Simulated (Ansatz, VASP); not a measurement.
# SnO2 in VASP and in Ansatz

File POSCAR:

```
SnO2
1.0
    4.7129679872      0.0000000000      0.0000000000
    0.0000000000      4.7129679872      0.0000000000
    0.0000000000      0.0000000000      3.2236325180
Sn O
2 4
Direct
    0.0000000000      0.0000000000      0.0000000000
    0.5000000000      0.5000000000      0.5000000000
    0.3059838962      0.3059838962      0.0000000000
    0.1940161038      0.8059838962      0.5000000000
    0.8059838962      0.1940161038      0.5000000000
    0.6940161038      0.6940161038      0.0000000000
```

Contents of INCAR.step1:

```
PREC = Accurate
ENCUT = 520
ISMEAR = 0
SIGMA = 0.01
LREAL = False
LASPH = True
NELM = 80
NBANDS = 35
GGA = PE
ALGO = Normal
EDIFF = 1E-4
LWAVE = True
LCHARG = False
```

File INCAR.step2:

```
PREC = Accurate
ENCUT = 520
EDIFF = 1E-6
ISMEAR = 0
SIGMA = 0.01
LREAL = False
LASPH = True
NELM = 80
ALGO = Normal
ISIF = 2
LWAVE = False
LCHARG = False
METAGGA = R2SCAN
LMIXTAU = True
NBANDS = 35
ISTART = 1
```

Contents of KPOINTS:

```
regular mesh
0
Gamma
  6 6 8
```

Input for Ansatz:

```yaml
crystal:
  lattice:
    - [4.7129679872, 0.0, 0.0]
    - [0.0, 4.7129679872, 0.0]
    - [0.0, 0.0, 3.223632518]
  atoms:
    - { symbol: Sn, position: [0.0, 0.0, 0.0] }
    - { symbol: Sn, position: [0.5, 0.5, 0.5] }
    - { symbol: O, position: [0.3059838962, 0.3059838962, 0.0] }
    - { symbol: O, position: [0.1940161038, 0.8059838962, 0.5] }
    - { symbol: O, position: [0.8059838962, 0.1940161038, 0.5] }
    - { symbol: O, position: [0.6940161038, 0.6940161038, 0.0] }
kpoints:
  mp_grid: { grid: [6, 6, 8] }
  band_path:
    path:
      - [0.0, 0.0, 0.0]
      - [0.0, 0.5, 0.0]
      - [0.5, 0.5, 0.0]
      - [0.0, 0.0, 0.5]
      - [0.0, 0.5, 0.5]
      - [0.5, 0.5, 0.5]
    npoints: 1
hamiltonian:
  xc: r2scan
scf:
  occupations: { method: fixed }
  n_extra_bands: 5
output:
  forces: true
  stress: true
  eigenvalues: true
```

Change from the starting cell: epitaxial_xy strain -1.0%.

Alike in both runs: task single point; functional r2SCAN; k mesh 6 × 6 × 8; no spin polarisation.

```csv
,VASP,Ansatz
version,VASP 6.6.1,Ansatz 0.2.0
potentials or method,"VASP PAW PBE potentials, release 64 (Sn_d, O)","plane waves, PAW"
plane-wave cutoff (eV),520,500
occupations,"gaussian, width 0.01 eV",fixed
valence electrons in the cell,52,52
```

Ansatz gave:

- gap on the k mesh at the Fermi level (eV): 1.87
- pressure (GPa): 2.2
- traceless stress, the component that is largest in VASP (GPa): -2.21
- rms of the force components (eV/Å): 0.003

**Question.** Which values does VASP return?

**Answer.** gap on the k mesh at the Fermi level (eV): 1.90; pressure (GPa): 3.3; traceless stress, the component that is largest in VASP (GPa): -1.92; rms of the force components (eV/Å): 0.005.

VASP's potentials were made for PBE, not for r2SCAN. Atom by atom the forces differ by 0.008 eV/Å (rms over components).
